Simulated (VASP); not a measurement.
Set up this calculation in VASP 6.6.1, as the native input.

| Item | Value |
| --- | --- |
| Task | relaxation of cell and atoms |
| Functional | PBE |
| Dispersion | D4 |
| Potentials or basis | VASP PAW PBE potentials, release 64 (Mo_sv) |
| Cutoff | 600 eV |
| k mesh | 12 × 12 × 12 |
| Occupations | fermi-dirac, width 0.05 eV |
| Spin | no spin polarisation |
| Dipole correction | no |
| Further INCAR settings | ALGO = Normal; EDIFF = 1e-07; IBRION = 2; EDIFFG = -0.02; NSW = 80; ISIF = 3 |

The structure of Mo lies in POSCAR:

```
Mo
1.0
   -1.5838089719      1.5838089719      1.5838089719
    1.5838089719     -1.5838089719      1.5838089719
    1.5838089719      1.5838089719     -1.5838089719
Mo
1
Direct
    0.0000000000      0.0000000000      0.0000000000
```

These files were run (other wordings do the same):

INCAR

```
SYSTEM = Mo
  PREC = Accurate
  ENCUT = 600
  EDIFF = 1E-7
  ISMEAR = -1
  SIGMA = 0.05
  LREAL = .FALSE.
  LASPH = .TRUE.
  NELM = 100
  ALGO = Normal
  ISIF = 3
  LWAVE = .FALSE.
  LCHARG = .FALSE.
  GGA = PE
  IVDW = 13
  IBRION = 2
  NSW = 80
  EDIFFG = -0.02
```

KPOINTS

```
Automatic mesh
0
G
  12 12 12
  0 0 0
```

Potentials or basis: VASP PAW PBE potentials, release 64 (Mo_sv).

Launch:

```console
$ cat potpaw_PBE.64/Mo_sv/POTCAR > POTCAR
$ mpirun -np 1 vasp_std > vasp.out
```

It gave:

```yaml
Relaxed_volume: 15.46 Å³/atom
Relaxed_cell: a = 2.718 Å, b = 2.718 Å, c = 2.718 Å, α = 109.47°, β = 109.47°, γ = 109.47°
Space_group_after_relaxing_to_0.05_Å: Im-3m (No. 229)
Energy_gained_by_relaxing: 9.9 meV/atom
Ionic_steps: 4
Pressure_after_relaxing: 0.0 GPa
Band_gap_on_the_k_mesh: zero (band 7 reaches 16.82 eV, above the bottom of band 8 at 11.39 eV)
Dispersion_energy_per_atom: -0.615 eV
```

Caveat: pairwise dispersion overbinds metals, which lowers pressure and volume.

It took 40 s on 1 thread of Intel(R) Xeon(R) Platinum 8259CL CPU @ 2.50GHz (Skylake/Cascade Lake), on a shared host, peak memory 0.16 GiB.
